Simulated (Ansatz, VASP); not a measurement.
One calculation of Pd, two programs

```
Pd
1.0
     0.00000    1.97119    1.97119
     1.97119    0.00000    1.97119
     1.97119    1.97119    0.00000
Pd
1
Cartesian
  0.0000 0.0000 0.0000
```

Alike in both runs: functional PBE; k mesh 18 × 18 × 18; occupations gaussian, width 0.1 eV; no spin polarisation.

Ansatz relaxed the structure, and its values are those at the end. VASP's run is a single point on that final structure, the one shown.

```csv
,VASP,Ansatz
version,VASP 6.6.1,Ansatz 0.2.0
potentials or method,"VASP PAW PBE potentials, release 64 (Pd), cutoff 520 eV","scalar-relativistic, plane waves, PAW"
valence electrons in the cell,10,18
```

```tsv
	VASP	Ansatz	Ansatz less VASP
gap on the k mesh at the Fermi level (eV)	none	none	-
pressure (GPa)	-0.2	0.0	+0.19
```

A gap of «none» marks a metal or a gap that the smearing closes. VASP's potentials hold 10 valence electrons a cell and Ansatz's 18, so a difference there can come from the potentials and not from the codes.
